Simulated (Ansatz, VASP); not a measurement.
One calculation of SiO2, two programs

```xyz
6
Lattice="4.2359 0.0000 0.0000 0.0000 4.5324 0.0000 0.0000 0.0000 2.6898" Properties=species:S:1:pos:R:3 pbc="T T T"
Si    2.1179    2.2662    1.3449
Si    0.0000    0.0000    0.0000
O     3.0539    3.0143    0.0000
O     0.9359    3.7842    1.3449
O     1.1820    1.5180    0.0000
O     3.2999    0.7482    1.3449
```

Change from the starting cell: mode 4 frozen in at +0.167 Å, normal strain along y +0.0700.

Alike in both runs: task single point; functional PBE; k mesh 6 × 6 × 8; occupations gaussian, width 0.05 eV; no spin polarisation.

```csv
,VASP,Ansatz
version,VASP 6.6.1,Ansatz 0.2.0
potentials or method,"VASP PAW PBE potentials, release 64 (Si, O), cutoff 520 eV","scalar-relativistic, plane waves, PAW"
valence electrons in the cell,32,32
```

Ansatz gave:

```
gap on the k mesh at the Fermi level (eV)                     : 4.39
least direct gap on the mesh (eV)                             : 4.40
pressure (GPa)                                                : -17.1
traceless stress, the component that is largest in VASP (GPa) : -4.89
rms of the force components (eV/Å)                            : 0.412
```

Q: What did VASP give for the same quantities?

A: gap on the k mesh at the Fermi level (eV): 4.37; least direct gap on the mesh (eV): 4.38; pressure (GPa): -16.9; traceless stress, the component that is largest in VASP (GPa): -5.19; rms of the force components (eV/Å): 0.402.

Atom by atom the forces differ by 0.013 eV/Å (rms over components).
